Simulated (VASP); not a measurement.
Input of a VASP 6.6.1 run:

The input INCAR:

```
  PREC = Accurate
  ENCUT = 520
  EDIFF = 1E-6
  ISMEAR = -1
  SIGMA = 0.05
  LREAL = F
  LASPH = T
  NELM = 150
  ALGO = Normal
  ISIF = 2
  LWAVE = F
  LCHARG = F
  ISPIN = 2
  MAGMOM = 2
  LORBIT = 11
  LMAXMIX = 4
  GGA = CA
  NBANDS = 16
```

File KPOINTS:

```
Automatic mesh
0
Gamma
  12 12 12
```

Contents of POSCAR:

```
V
1.0
   -1.4834362237      1.4834362237      1.4834362237
    1.4834362237     -1.4834362237      1.4834362237
    1.4834362237      1.4834362237     -1.4834362237
V
1
Direct
    0.0000000000      0.0000000000      0.0000000000
```

Potentials or basis: VASP PAW LDA potentials, release 64 (V_sv).

The run is started by

```sh
$ cat potpaw_LDA.64/V_sv/POTCAR > POTCAR
$ mpirun -np 1 vasp_std > vasp.out
```

**Question.** What does it give for the net moment?

**Answer.** 0.00 μB per cell.

**Question.** Predict the pressure.

**Answer.** -7.8 GPa.
